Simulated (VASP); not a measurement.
A run of VASP 6.6.1:

INCAR

```
SYSTEM = C
PREC     = Accurate       ! precision mode
ENCUT    = 910            ! plane-wave cutoff, eV
EDIFF    = 1E-6           ! SCF threshold, eV
ISMEAR   = 0              ! smearing method
SIGMA    = 0.02           ! smearing width, eV
LREAL    = .False.        ! projectors in reciprocal space
LASPH    = .True.         ! aspherical terms in the spheres
NELM     = 120            ! most SCF steps
ALGO     = Normal         ! electronic algorithm
ISIF     = 2              ! what is computed and relaxed
LWAVE    = .False.        ! write WAVECAR
LCHARG   = .False.        ! write CHGCAR
GGA      = PS             ! functional
NBANDS   = 16             ! bands
GGA_COMPAT= .False.
```

The input KPOINTS:

```
Automatic mesh
0
Gamma
  9 9 6
  0 0 0
```

Contents of POSCAR:

```
C
1.0
    2.5049743428      0.0000000000      0.0000000000
   -1.2524871714      2.1693714167      0.0000000000
    0.0000000000      0.0000000000      4.1189829197
C
4
Direct
    0.3333333333      0.6666666667     -0.0002927326
    0.6666666667      0.3333333333      0.4997072674
    0.3333333333      0.6666666667      0.3742927326
    0.6666666667      0.3333333333      0.8742927326
```

Potentials or basis: VASP PAW PBE potentials, release 64 (C_h).

Command:

```sh
$ cat potpaw_PBE.64/C_h/POTCAR > POTCAR
$ mpirun -np 1 vasp_std > vasp.out
```

Hardware: 1 thread of Intel(R) Xeon(R) Platinum 8559C (Emerald Rapids), with other jobs on the host.

Q: Estimate the wall time of this run.

A: Wall time 26 s on 1 thread of Intel(R) Xeon(R) Platinum 8559C (Emerald Rapids) (shared host), peak memory 0.17 GiB. Counts: scf iterations 11, k points 48.
